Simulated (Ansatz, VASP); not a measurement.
One calculation of PbSe, two programs

The input INCAR:

```
SYSTEM = PbSe
ALGO = Normal
EDIFF = 1E-8
ENCUT = 400
GGA = PS
GGA_COMPAT = .FALSE.
ISIF = 2
ISMEAR = -1
LASPH = .TRUE.
LCHARG = .FALSE.
LEFG = .TRUE.
LREAL = .FALSE.
LWAVE = .FALSE.
NBANDS = 17
NELM = 120
PREC = Accurate
SIGMA = 0.01
```

The input KPOINTS:

```
k-points
0
G
  9 9 9
  0 0 0
```

File POSCAR:

```
PbSe
1.0
    0.0000000000      3.0415980385      3.0415980385
    3.0415980385      0.0000000000      3.0415980385
    3.0415980385      3.0415980385      0.0000000000
Pb Se
1 1
Direct
    0.0000000000      0.0000000000      0.0000000000
    0.5000000000      0.5000000000      0.5000000000
```

Input for Ansatz:

```yaml
crystal:
  lattice:
    - [0.0, 3.0415980385, 3.0415980385]
    - [3.0415980385, 0.0, 3.0415980385]
    - [3.0415980385, 3.0415980385, 0.0]
  atoms:
    - { symbol: Pb, position: [0.0, 0.0, 0.0] }
    - { symbol: Se, position: [0.5, 0.5, 0.5] }
kpoints:
  mp_grid: { grid: [9, 9, 9] }
scf:
  occupations: { method: fermi_dirac, width: 0.01 }
hamiltonian:
  xc: pbesol
  pseudopotentials: { kind: all_electron, datasets: crystal }
output:
  forces: true
  stress: true
  eigenvalues: true
  efg: { contact_densities: true }
```

Change from the starting cell: volume scaled by 0.98, crystal datasets.

Alike in both runs: task electric field gradients; functional PBEsol; k mesh 9 × 9 × 9; occupations fermi-dirac, width 0.01 eV; no spin polarisation.

|  | VASP | Ansatz |
| --- | --- | --- |
| version | VASP 6.6.1 | Ansatz 0.2.0 |
| potentials or method | VASP PAW PBE potentials, release 64 (Pb_d, Se), cutoff 400 eV | all-electron PAW with datasets made for the crystal, scalar-relativistic |

|  | VASP | Ansatz | Ansatz less VASP |
| --- | --- | --- | --- |
| pressure (GPa) | 0.5 | 0.5 | +0.01 |

VASP's potentials were made for PBE, not for PBEsol. Ansatz ran all-electron here, and VASP with PAW potentials.

Neither program's run includes spin-orbit coupling.
